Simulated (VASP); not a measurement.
# SiC (F-43m) in VASP: a series of runs

SiC is run at these levels: PBE; tasks: single point.

All numbers are computed with VASP 6.6.1; they aren't measurements. Logs are shortened: lines on timing, memory, paths and dates and some standing lists are left out, and cuts for length are marked.

### Step 1. The cell of the first run

The structure is cubic, space group F-43m (No. 216). The conventional cell has a = 4.290 Å, b = 4.290 Å, c = 4.290 Å, α = 90.00°, β = 90.00°, γ = 90.00°. Within 2.5 Å of Si (site symmetry -43m) lie 4 C at 1.86 Å. C (site symmetry -43m) has 4 Si at 1.86 Å within 2.5 Å.

### Step 2. Single point, PBE (volume scaled by 0.94)

INCAR reads:

```
  ALGO = Normal
  EDIFF = 1E-6
  ENCUT = 520
  GGA = PE
  ISIF = 2
  ISMEAR = 0
  LASPH = True
  LCHARG = False
  LREAL = False
  LWAVE = False
  NBANDS = 11
  NELM = 80
  PREC = Accurate
  SIGMA = 0.02
```

KPOINTS reads:

```
k-points
0
Gamma
  10 10 10
```

POSCAR reads:

```
SiC
1.0
    0.0000000000      2.1450580452      2.1450580452
    2.1450580452      0.0000000000      2.1450580452
    2.1450580452      2.1450580452      0.0000000000
Si C
1 1
Direct
    0.7500000000      0.7500000000      0.7500000000
    0.0000000000      0.0000000000      0.0000000000
```

Potentials or basis: VASP PAW PBE potentials, release 64 (Si, C).

Started as:

```bash
$ cat potpaw_PBE.64/Si/POTCAR potpaw_PBE.64/C/POTCAR > POTCAR
$ mpirun -np 1 vasp_std > vasp.out
```

OUTCAR:

```text
EDIFF = 1E-6
   ENCUT = 520
   GGA = PE
   ISIF = 2
   ISMEAR = 0
   LASPH = True
   LREAL = False
   NELM = 80
   PREC = Accurate

 ion  position               nearest neighbor table
   1  0.750  0.750  0.750-   2 1.86   2 1.86   2 1.86   2 1.86
   2  0.000  0.000  0.000-   1 1.86   1 1.86   1 1.86   1 1.86

  LATTYP: Found a face centered cubic cell.
 ALAT       =     4.2901160904

  Lattice vectors:

 A1 = (   0.0000000000,   2.1450580452,   2.1450580452)
 A2 = (   2.1450580452,   0.0000000000,   2.1450580452)
 A3 = (   2.1450580452,   2.1450580452,   0.0000000000)

Analysis of symmetry for initial positions (statically):
=====================================================================
 Subroutine PRICEL returns:
 Original cell was already a primitive cell.

 Routine SETGRP: Setting up the symmetry group for a
 face centered cubic supercell.

 Subroutine GETGRP returns: Found 24 space group operations
 (whereof 24 operations were pure point group operations)
 out of a pool of 48 trial point group operations.

The static configuration has the point symmetry T_d .

Analysis of symmetry for dynamics (positions and initial velocities):
=====================================================================
 Subroutine PRICEL returns:
 Original cell was already a primitive cell.

 Routine SETGRP: Setting up the symmetry group for a
 face centered cubic supercell.

 Subroutine GETGRP returns: Found 24 space group operations
 (whereof 24 operations were pure point group operations)
 out of a pool of 48 trial point group operations.

The dynamic configuration has the point symmetry T_d .

 Subroutine INISYM returns: Found 24 space group operations
 (whereof 24 operations are pure point group operations),
 and found     1 'primitive' translations

----------------------------------------------------------------------------------------

                                     Primitive cell

  volume of cell :      19.7400

  direct lattice vectors                    reciprocal lattice vectors
     0.000000000  2.145058045  2.145058045    -0.233093925  0.233093925  0.233093925
     2.145058045  0.000000000  2.145058045     0.233093925 -0.233093925  0.233093925
     2.145058045  2.145058045  0.000000000     0.233093925  0.233093925 -0.233093925

  length of vectors
     3.033570180  3.033570180  3.033570180     0.403730522  0.403730522  0.403730522

  position of ions in fractional coordinates (direct lattice)
     0.750000000  0.750000000  0.750000000
[... 85 lines left out ...]
   ISYM   =      2    0-nonsym 1-usesym 2-fastsym
   POTIM  = 0.5000    time-step for ionic-motion
   TEBEG  =    0.0;   TEEND  =   0.0 temperature during run
   PSTRESS=    0.0 pullay stress
   NELECT =       8.0000    total number of electrons
   NUPDOWN=      -1.0000    fix difference up-down
   EMIN   =  10.00;   EMAX   =-10.00  energy-range for DOS
   EFERMI =   0.00;   METHOD = LEGACY
   ISMEAR =     0;   SIGMA  =   0.02  broadening in eV -4-tet -1-fermi 0-gaus
   EFERMI_NEDOS =   21; number of points for ismear=-14 and -15
   IALGO  =     38    algorithm
   IMIX   =      4    mixing-type and parameters
     AMIX     =   0.40;   BMIX     =  1.00
     AMIX_MAG =   1.60;   BMIX_MAG =  1.00
  volume/ion in A,a.u.               =       9.87        66.61
  Fermi-wavevector in a.u.,A,eV,Ry     =   1.211497  2.289398 19.969620  1.467726
  Thomas-Fermi vector in A             =   2.347011
   LORBIT       =      0    0 simple, 1 ext, 2 COOP (PROOUT), +10 PAW based schemes
   GGA     = PE    functional components
   LHFCALC =     F    Hartree Fock is set to
   AEXX    =    0.0000 exact exchange contribution
   IVDW    =     0    specifies the selected vdW correction
   LEPSILON=     F    determine dielectric tensor
   LRPA    =     F    only Hartree local field effects (RPA)
 non-spin polarized calculation
 Gauss-broadening in eV      SIGMA  =   0.02
  energy-cutoff  :      520.00
  volume of cell :       19.74
 maximum number of plane-waves:       544
   NGX = 11   NGY = 11   NGZ = 11

 number of electron       7.9999999 magnetization

 Free energy of the ion-electron system (eV)
  ---------------------------------------------------
  ext. energy  EPLUGINS =         0.00000000
  ---------------------------------------------------
  free energy    TOTEN  =       -15.00519786 eV

  energy without entropy =      -15.00519786  energy(sigma->0) =      -15.00519786

 E-fermi :   8.7751     XC(G=0): -11.5632

 val. band max:        8.6440843444   @ k =   0.0000   0.0000   0.0000
 cond. band min:       9.9555833739   @ k =   0.5000   0.5000   0.0000
 fundamental gap:      1.3114990296
 Fermi energy:         8.7751045586

 k-point     1 :       0.0000    0.0000    0.0000
  band No.  band energies     occupation
      1      -7.1337      2.00000
      2       8.6441      2.00000
      3       8.6441      2.00000
      4       8.6441      2.00000
      5      15.4328      0.00000
      6      16.2870      0.00000
      7      16.2870      0.00000
      8      16.2870      0.00000
      9      23.4305      0.00000
     10      23.4305      0.00000
     11      25.8678      0.00000
[... 309 lines left out ...]
 k-point    24 :       0.4000    0.3000    0.0000
  band No.  band energies     occupation
      1      -3.8662      2.00000
      2       3.0099      2.00000
      3       5.3994      2.00000
      4       5.9464      2.00000
      5      11.5481      0.00000
      6      14.4670      0.00000
      7      20.7834      0.00000
      8      21.0297      0.00000
      9      22.9810      0.00000
     10      27.1645      0.00000
     11      30.6303      0.00000

 [... further k-points ...]

------------------------ aborting loop because EDIFF is reached ----------------------------------------

  FORCE on cell =-STRESS in cart. coord.  units (eV):
  Direction    XX          YY          ZZ          XY          YZ          ZX
  --------------------------------------------------------------------------------------
  -------------------------------------------------------------------------------------
  Total        1.8241049      1.8241049      1.8241049      0.0000000      0.0000000      0.0000000
  in kB      148.0516474    148.0516474    148.0516474      0.0000000      0.0000000      0.0000000
  external PRESSURE =     148.0516474 kB  Pullay stress =       0.0000000 kB

 VOLUME and BASIS-vectors are now :
 -----------------------------------------------------------------------------
  energy-cutoff  :      520.00
  volume of cell :       19.74
      direct lattice vectors                 reciprocal lattice vectors
     0.000000000  2.145058045  2.145058045    -0.233093925  0.233093925  0.233093925
     2.145058045  0.000000000  2.145058045     0.233093925 -0.233093925  0.233093925
     2.145058045  2.145058045  0.000000000     0.233093925  0.233093925 -0.233093925

 POSITION                                       TOTAL-FORCE (eV/Angst)
 -----------------------------------------------------------------------------------
      3.21759      3.21759      3.21759        -0.000000     -0.000000     -0.000000
      0.00000      0.00000      0.00000         0.000000      0.000000      0.000000
 -----------------------------------------------------------------------------------
    total drift:                                0.000000      0.000000      0.000000

  FREE ENERGIE OF THE ION-ELECTRON SYSTEM (eV)
  ---------------------------------------------------
  free  energy   TOTEN  =       -15.0051978626 eV

  energy  without entropy=      -15.0051978626  energy(sigma->0) =      -15.00519786
```

OSZICAR:

```text
N       E                     dE             d eps       ncg     rms          rms(c)
DAV:   1     0.233954966671E+01    0.23395E+01   -0.39843E+03  1034   0.668E+02
DAV:   2    -0.164482153093E+02   -0.18788E+02   -0.17742E+02  1379   0.102E+02
DAV:   3    -0.169939867094E+02   -0.54577E+00   -0.54477E+00  1276   0.146E+01
DAV:   4    -0.169959544562E+02   -0.19677E-02   -0.19677E-02  1166   0.112E+00
DAV:   5    -0.169959629911E+02   -0.85349E-05   -0.85349E-05  1261   0.690E-02    0.932E+00
DAV:   6    -0.150785466692E+02    0.19174E+01   -0.65736E+00  1142   0.117E+01    0.418E+00
DAV:   7    -0.150130883239E+02    0.65458E-01   -0.44532E-01  1226   0.378E+00    0.187E+00
DAV:   8    -0.150049781911E+02    0.81101E-02   -0.20873E-02  1163   0.966E-01    0.171E-01
DAV:   9    -0.150050934917E+02   -0.11530E-03   -0.14940E-03  1272   0.226E-01    0.115E-01
DAV:  10    -0.150051956269E+02   -0.10214E-03   -0.21029E-04  1160   0.898E-02    0.260E-02
DAV:  11    -0.150051975020E+02   -0.18751E-05   -0.35354E-05  1244   0.317E-02    0.676E-03
DAV:  12    -0.150051978626E+02   -0.36061E-06   -0.16164E-06   845   0.775E-03
   1 F= -.15005198E+02 E0= -.15005198E+02  d E =-.778772E-23
```

It took 9.2 s on 1 thread of Intel Xeon 8259CL, shared host; peak memory 0.13 GiB.

What came out:

```
Free energy            : -15.0052 eV
Pressure               : 14.8 GPa
Band gap on the k mesh : 1.31 eV, indirect (least direct gap 4.59 eV)
```

Levels at points of the mesh, in eV from the valence-band top:
```csv
k point,band 2,band 3,band 4,band 5,band 6,band 7
"(0.00, 0.00, 0.00)",0.00,0.00,0.00,6.79,7.64,7.64
"(0.50, 0.00, 0.00)",-8.80,-1.06,-1.06,5.87,7.42,7.42
"(0.50, 0.50, 0.00)",-7.95,-3.28,-3.28,1.31,4.49,14.59
```

 A k mesh can miss the band edges.

### Step 3. Single point, PBE (volume scaled by 0.91)

INCAR reads:

```
SYSTEM = SiC
PREC = Accurate
ENCUT = 520
EDIFF = 1E-6
ISMEAR = 0
SIGMA = 0.02
LREAL = .FALSE.
LASPH = .TRUE.
NELM = 100
ALGO = Normal
ISIF = 2
LWAVE = .FALSE.
LCHARG = .TRUE.
GGA = PE
LELF = .TRUE.
LVHAR = .TRUE.
NBANDS = 11
```

KPOINTS reads:

```
Automatic mesh
0
G
  10 10 10
  0 0 0
```

POSCAR reads:

```
SiC
1.0
    0.0000000000      2.1219911172      2.1219911172
    2.1219911172      0.0000000000      2.1219911172
    2.1219911172      2.1219911172      0.0000000000
Si C
1 1
Direct
    0.7500000000      0.7500000000      0.7500000000
    0.0000000000      0.0000000000      0.0000000000
```

Potentials or basis: VASP PAW PBE potentials, release 64 (Si, C).

Started as:

```bash
$ cat potpaw_PBE.64/Si/POTCAR potpaw_PBE.64/C/POTCAR > POTCAR
$ mpirun -np 1 vasp_std > vasp.out
```

OUTCAR:

```text
SYSTEM = SiC
   PREC = Accurate
   ENCUT = 520
   EDIFF = 1E-6
   ISMEAR = 0
   LREAL = .FALSE.
   LASPH = .TRUE.
   NELM = 100
   ISIF = 2
   GGA = PE

 ion  position               nearest neighbor table
   1  0.750  0.750  0.750-   2 1.84   2 1.84   2 1.84   2 1.84
   2  0.000  0.000  0.000-   1 1.84   1 1.84   1 1.84   1 1.84

  LATTYP: Found a face centered cubic cell.
 ALAT       =     4.2439822344

  Lattice vectors:

 A1 = (   0.0000000000,   2.1219911172,   2.1219911172)
[... 522 lines left out ...]

------------------------ aborting loop because EDIFF is reached ----------------------------------------

  FORCE on cell =-STRESS in cart. coord.  units (eV):
  Direction    XX          YY          ZZ          XY          YZ          ZX
  --------------------------------------------------------------------------------------
  -------------------------------------------------------------------------------------
  Total        2.8663092      2.8663092      2.8663092     -0.0000000      0.0000000     -0.0000000
  in kB      240.3106078    240.3106078    240.3106078     -0.0000000      0.0000000     -0.0000000
  external PRESSURE =     240.3106078 kB  Pullay stress =       0.0000000 kB

 VOLUME and BASIS-vectors are now :
 -----------------------------------------------------------------------------
  energy-cutoff  :      520.00
  volume of cell :       19.11
      direct lattice vectors                 reciprocal lattice vectors
     0.000000000  2.121991117  2.121991117    -0.235627754  0.235627754  0.235627754
     2.121991117  0.000000000  2.121991117     0.235627754 -0.235627754  0.235627754
     2.121991117  2.121991117  0.000000000     0.235627754  0.235627754 -0.235627754

 POSITION                                       TOTAL-FORCE (eV/Angst)
 -----------------------------------------------------------------------------------
      3.18299      3.18299      3.18299         0.000000     -0.000000     -0.000000
      0.00000      0.00000      0.00000        -0.000000      0.000000      0.000000
 -----------------------------------------------------------------------------------
    total drift:                                0.000000      0.000000      0.000000

  FREE ENERGIE OF THE ION-ELECTRON SYSTEM (eV)
  ---------------------------------------------------
  free  energy   TOTEN  =       -14.9291067190 eV

  energy  without entropy=      -14.9291067190  energy(sigma->0) =      -14.92910672
```

OSZICAR:

```text
N       E                     dE             d eps       ncg     rms          rms(c)
DAV:   1     0.293451063820E+01    0.29345E+01   -0.41222E+03  1050   0.671E+02
DAV:   2    -0.164311131226E+02   -0.19366E+02   -0.18564E+02  1339   0.105E+02
DAV:   3    -0.170164911965E+02   -0.58538E+00   -0.58416E+00  1271   0.152E+01
DAV:   4    -0.170185934036E+02   -0.21022E-02   -0.21021E-02  1158   0.119E+00
DAV:   5    -0.170186015920E+02   -0.81884E-05   -0.81884E-05  1288   0.691E-02    0.969E+00
DAV:   6    -0.150148505766E+02    0.20038E+01   -0.66292E+00  1148   0.119E+01    0.438E+00
DAV:   7    -0.149372961021E+02    0.77554E-01   -0.49550E-01  1234   0.397E+00    0.194E+00
DAV:   8    -0.149289057844E+02    0.83903E-02   -0.21514E-02  1163   0.981E-01    0.171E-01
DAV:   9    -0.149290075214E+02   -0.10174E-03   -0.14736E-03  1275   0.225E-01    0.116E-01
DAV:  10    -0.149291045162E+02   -0.96995E-04   -0.19591E-04  1160   0.881E-02    0.265E-02
DAV:  11    -0.149291063480E+02   -0.18318E-05   -0.31251E-05  1238   0.306E-02    0.663E-03
DAV:  12    -0.149291067190E+02   -0.37101E-06   -0.13861E-06   809   0.732E-03
   1 F= -.14929107E+02 E0= -.14929107E+02  d E =-.131491E-38
```

stdout:

```text
POSCAR found type information on POSCAR SiC
 POSCAR found :  2 types and       2 ions
 scaLAPACK will be used
 LDA part: xc-table for (Slater+PW92), standard interpolation
 POSCAR, INCAR and KPOINTS ok, starting setup
 FFT: planning ... GRIDC
 FFT: planning ... GRID_SOFT
 FFT: planning ... GRID
 WAVECAR not read
 entering main loop
```

Run time: 10 s. Hardware: 1 thread of Intel Xeon 8259CL, shared host; peak memory 0.14 GiB.

Results:

* Free energy: -14.9291 eV
* Pressure: 24.0 GPa
* Band gap on the k mesh: 1.28 eV, indirect (least direct gap 4.62 eV)

 A k mesh can miss the band edges.
